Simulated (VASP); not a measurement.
# SiO2 (P4_12_12) in VASP: notebook, part 2 of 2

VASP 6.6.1.

## (3) Single point, PBE (14.38 Å³/atom)

This run uses another cell than the first one, of 14.38 Å³/atom.

The input, INCAR:

```
SYSTEM = SiO2
ALGO = Normal
EDIFF = 1E-6
ENCUT = 520
GGA = PE
ISIF = 2
ISMEAR = 0
LASPH = .True.
LCHARG = .False.
LREAL = .False.
LWAVE = .False.
NBANDS = 44
NELM = 80
PREC = Accurate
SIGMA = 0.02
```

The input, KPOINTS:

```
k-points
0
Gamma
  6 6 4
  0 0 0
```

The input, POSCAR:

```
SiO2
1.0
    4.9904969620      0.0000000000      0.0000000000
    0.0000000000      4.9904969620      0.0000000000
    0.0000000000      0.0000000000      6.9264715919
Si O
4 8
Direct
    0.3040506933      0.3040506933      0.0000000000
    0.1959493067      0.8040506933      0.2500000000
    0.6959493067      0.6959493067      0.5000000000
    0.8040506933      0.1959493067      0.7500000000
    0.2371879024      0.1139878711      0.1844135818
    0.3860121289      0.7371879024      0.4344135818
    0.7628120976      0.8860121289      0.6844135818
    0.6139878711      0.2628120976      0.9344135818
    0.7371879024      0.3860121289      0.5655864182
    0.8860121289      0.7628120976      0.3155864182
    0.2628120976      0.6139878711      0.0655864182
    0.1139878711      0.2371879024      0.8155864182
```

Potentials or basis: VASP PAW PBE potentials, release 64 (Si, O).

Launch:

```console
cat potpaw_PBE.64/Si/POTCAR potpaw_PBE.64/O/POTCAR > POTCAR
mpirun -np 1 vasp_std > vasp.out
```

OUTCAR:

```text
SYSTEM = SiO2
   EDIFF = 1E-6
   ENCUT = 520
   GGA = PE
   ISIF = 2
   ISMEAR = 0
   LASPH = .True.
   LREAL = .False.
   NELM = 80
   PREC = Accurate

 ion  position               nearest neighbor table
   1  0.304  0.304  0.000-   8 1.63  11 1.63   5 1.63  12 1.63   2 3.08   4 3.08   2 3.08   4 3.08

   2  0.196  0.804  0.250-   5 1.63  10 1.63   6 1.63  11 1.63   1 3.08   3 3.08   1 3.08   3 3.08

   3  0.696  0.696  0.500-   6 1.63   9 1.63   7 1.63  10 1.63   2 3.08   4 3.08   4 3.08   2 3.08

   4  0.804  0.196  0.750-   7 1.63  12 1.63   9 1.63   8 1.63   1 3.08   3 3.08   3 3.08   1 3.08

   5  0.237  0.114  0.184-   2 1.63   1 1.63
   6  0.386  0.737  0.434-   3 1.63   2 1.63
   7  0.763  0.886  0.684-   4 1.63   3 1.63
   8  0.614  0.263  0.934-   1 1.63   4 1.63
   9  0.737  0.386  0.566-   3 1.63   4 1.63
  10  0.886  0.763  0.316-   2 1.63   3 1.63
  11  0.263  0.614  0.066-   1 1.63   2 1.63
  12  0.114  0.237  0.816-   4 1.63   1 1.63

  LATTYP: Found a simple tetragonal cell.
 ALAT       =     4.9904969620
 C/A-ratio  =     1.3879322329

[... 1335 lines left out ...]
     43      11.4520      0.00000
     44      11.4841      0.00000

 [... further k-points ...]

------------------------ aborting loop because EDIFF is reached ----------------------------------------

  FORCE on cell =-STRESS in cart. coord.  units (eV):
  Direction    XX          YY          ZZ          XY          YZ          ZX
  --------------------------------------------------------------------------------------
  -------------------------------------------------------------------------------------
  Total        1.3446633      1.3446633      1.1721380      0.0000000      0.0000000      0.0000000
  in kB       12.4889084     12.4889084     10.8865354      0.0000000      0.0000000      0.0000000
  external PRESSURE =      11.9547841 kB  Pullay stress =       0.0000000 kB

 VOLUME and BASIS-vectors are now :
 -----------------------------------------------------------------------------
  energy-cutoff  :      520.00
  volume of cell :      172.50
      direct lattice vectors                 reciprocal lattice vectors
     4.990496962  0.000000000  0.000000000     0.200380845  0.000000000  0.000000000
     0.000000000  4.990496962  0.000000000     0.000000000  0.200380845  0.000000000
     0.000000000  0.000000000  6.926471592     0.000000000  0.000000000  0.144373652

 POSITION                                       TOTAL-FORCE (eV/Angst)
 -----------------------------------------------------------------------------------
      1.51736      1.51736      0.00000         0.019051      0.019051      0.000000
      0.97788      4.01261      1.73162        -0.019051      0.019051      0.000000
      3.47313      3.47313      3.46324        -0.019051     -0.019051      0.000000
      4.01261      0.97788      5.19485         0.019051     -0.019051      0.000000
      1.18369      0.56886      1.27734         0.000675      0.002788     -0.008498
      1.92639      3.67893      3.00895        -0.002788      0.000675     -0.008498
      3.80681      4.42164      4.74057        -0.000675     -0.002788     -0.008498
      3.06410      1.31156      6.47219         0.002788     -0.000675     -0.008498
      3.67893      1.92639      3.91752         0.000675     -0.002788      0.008498
      4.42164      3.80681      2.18590        -0.002788     -0.000675      0.008498
      1.31156      3.06410      0.45428        -0.000675      0.002788      0.008498
      0.56886      1.18369      5.64914         0.002788      0.000675      0.008498
 -----------------------------------------------------------------------------------
    total drift:                               -0.000000      0.000000      0.000000

  FREE ENERGIE OF THE ION-ELECTRON SYSTEM (eV)
  ---------------------------------------------------
  free  energy   TOTEN  =       -94.8998813224 eV

  energy  without entropy=      -94.8998813224  energy(sigma->0) =      -94.89988132
```

OSZICAR:

```text
N       E                     dE             d eps       ncg     rms          rms(c)
DAV:   1     0.405373020379E+03    0.40537E+03   -0.32883E+04  2640   0.132E+03
DAV:   2    -0.757566799729E+02   -0.48113E+03   -0.46541E+03  3352   0.310E+02
DAV:   3    -0.107118917338E+03   -0.31362E+02   -0.31206E+02  3236   0.846E+01
DAV:   4    -0.107537933223E+03   -0.41902E+00   -0.41823E+00  3300   0.107E+01
DAV:   5    -0.107545430561E+03   -0.74973E-02   -0.74920E-02  3248   0.140E+00    0.288E+01
DAV:   6    -0.948461927427E+02    0.12699E+02   -0.49150E+01  3096   0.322E+01    0.136E+01
DAV:   7    -0.948868677545E+02   -0.40675E-01   -0.14461E+00  3116   0.504E+00    0.499E+00
DAV:   8    -0.948836121303E+02    0.32556E-02   -0.67133E-02  3252   0.163E+00    0.197E+00
DAV:   9    -0.948976252752E+02   -0.14013E-01   -0.38225E-02  2952   0.119E+00    0.363E-01
DAV:  10    -0.948999239678E+02   -0.22987E-02   -0.45890E-03  2948   0.319E-01    0.122E-01
DAV:  11    -0.948998671605E+02    0.56807E-04   -0.12015E-03  3208   0.179E-01    0.158E-02
DAV:  12    -0.948998778334E+02   -0.10673E-04   -0.32551E-05  3084   0.284E-02    0.175E-02
DAV:  13    -0.948998804348E+02   -0.26013E-05   -0.96220E-06  2952   0.152E-02    0.466E-03
DAV:  14    -0.948998813224E+02   -0.88763E-06   -0.63761E-07  2196   0.461E-03
   1 F= -.94899881E+02 E0= -.94899881E+02  d E =-.192018E-23
```

stdout:

```text
POSCAR found type information on POSCAR SiO
 POSCAR found :  2 types and      12 ions
 scaLAPACK will be used
 LDA part: xc-table for (Slater+PW92), standard interpolation
 POSCAR, INCAR and KPOINTS ok, starting setup
 FFT: planning ... GRIDC
 FFT: planning ... GRID_SOFT
 FFT: planning ... GRID
 WAVECAR not read
 entering main loop
```

It took 90 s on 1 thread of AMD EPYC 9R45 (Zen 5), shared host; peak memory 0.32 GiB.

What came out:

- Free energy: -94.8999 eV
- Pressure: 1.2 GPa
- Largest force: 0.027 eV/Å
- Band gap on the k mesh: 5.61 eV

Forces in eV/Å, atoms in the order of the input:
```
Si   0.019  0.019  0.000
Si  -0.019  0.019  0.000
Si  -0.019 -0.019  0.000
Si   0.019 -0.019  0.000
O    0.001  0.003 -0.008
O   -0.003  0.001 -0.008
O   -0.001 -0.003 -0.008
O    0.003 -0.001 -0.008
O    0.001 -0.003  0.008
O   -0.003 -0.001  0.008
O   -0.001  0.003  0.008
O    0.003  0.001  0.008
```

Levels at points of the mesh, in eV from the valence-band top:
| k point | band 30 | band 31 | band 32 | band 33 | band 34 | band 35 |
| --- | --- | --- | --- | --- | --- | --- |
| (0.00, 0.00, 0.00) | -0.34 | -0.34 | 0.00 | 5.61 | 8.76 | 8.76 |
| (0.50, 0.00, 0.00) | -0.64 | -0.50 | -0.50 | 7.64 | 7.64 | 9.20 |
| (0.50, 0.50, 0.00) | -0.57 | -0.52 | -0.52 | 8.62 | 8.62 | 8.68 |
| (0.00, 0.00, 0.50) | -0.56 | -0.38 | -0.38 | 6.88 | 6.88 | 9.29 |
| (0.50, 0.00, 0.50) | -0.90 | -0.20 | -0.20 | 7.90 | 7.90 | 8.99 |
| (0.50, 0.50, 0.50) | -0.58 | -0.58 | -0.58 | 9.09 | 9.09 | 9.09 |

A k mesh can miss the band edges.
